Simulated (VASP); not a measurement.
The system is Ir.

```
Ir
1.0
     2.71486    0.00000    0.00000
    -1.35743    2.35114    0.00000
     0.00000    0.00000    8.86674
Ir
4
Direct
  0.00000 0.00000 0.00000
  0.00000 0.00000 0.50000
  0.33333 0.66667 0.25000
  0.66667 0.33333 0.75000
```

This isn't the form of Ir at room conditions, which is fcc.

```yaml
Program: VASP 6.6.1
Task: relaxation of cell and atoms
Functional: revPBE
Potentials_or_basis: VASP PAW PBE potentials, release 64 (Ir)
Cutoff: 600 eV
k_mesh: 13 × 13 × 4
Occupations: fermi-dirac, width 0.1 eV
Spin: no spin polarisation
```

At the start: pressure 13.7 GPa; volume 14.15 Å³/atom.

Problem. How do energy, volume and symmetry change on relaxing?

Solution. Over 4 steps the energy falls by 22.1 meV/atom and the volume is 14.69 Å³/atom (+3.8 %); space group P6_3/mmc (No. 194, to 0.1 Å) before and after.

Step by step:
```
step  energy change (eV)  largest force (eV/Å)  pressure (GPa)  volume (Å³)
   1              0.0000                0.0000           13.71        56.60
   2              0.8522                0.0000          -31.25        67.11
   3             -0.0879                0.0000           -0.73        58.88
   4             -0.0883                0.0000           -0.05        58.75
```

Final structure:
```
Ir
1.0
     2.74875    0.00000    0.00000
    -1.37438    2.38049    0.00000
     0.00000    0.00000    8.97920
Ir
4
Direct
  0.00000 0.00000 0.00000
  0.00000 0.00000 0.50000
  0.33333 0.66667 0.25000
  0.66667 0.33333 0.75000
```

Caveat: the highest band is partly filled, so the run has too few bands; the PAW data sets were made with another functional, which shifts forces and pressure a little.
